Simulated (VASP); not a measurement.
Input of a VASP 6.6.1 run:

File INCAR:

```
PREC     = Accurate       # precision mode
ENCUT    = 520            # plane-wave cutoff, eV
EDIFF    = 1E-6           # SCF threshold, eV
ISMEAR   = -1             # smearing method
SIGMA    = 0.05           # smearing width, eV
LREAL    = F              # projectors in reciprocal space
LASPH    = T              # aspherical terms in the spheres
NELM     = 100            # most SCF steps
ALGO     = Normal         # electronic algorithm
ISIF     = 2              # what is computed and relaxed
LWAVE    = F              # write WAVECAR
LCHARG   = F              # write CHGCAR
GGA      = PS             # functional
NBANDS   = 32             # bands
```

File KPOINTS:

```
Automatic mesh
0
Gamma
  7 7 7
```

The input POSCAR:

```
Bi2Te2Se
1.0
    2.1464651786      1.2392622487     10.5145250113
   -2.1464651786      1.2392622487     10.5145250113
    0.0000000000     -2.4785244974     10.5145250113
Bi Te Se
2 2 1
Direct
    0.3917212400      0.3917212400      0.3917212400
    0.6082787600      0.6082787600      0.6082787600
    0.7804048700      0.7804048700      0.7804048700
    0.2195951300      0.2195951300      0.2195951300
    0.0000000000      0.0000000000      0.0000000000
```

Potentials or basis: VASP PAW PBE potentials, release 64 (Bi_d, Te, Se).

Launch:

```console
$ cat potpaw_PBE.64/Bi_d/POTCAR potpaw_PBE.64/Te/POTCAR potpaw_PBE.64/Se/POTCAR > POTCAR
$ mpirun -np 1 vasp_std > vasp.out
```

(1) Predict the largest force.

(2) Predict the band gap on the k mesh.

(3) Estimate the pressure.

Results:

(1) 0.157 eV/Å.

(2) 0.38 eV.

(3) -0.5 GPa.

Caveat: the PAW data sets were made with another functional, which shifts forces and pressure a little; spin-orbit coupling is left out, which moves the levels of the heavy elements.
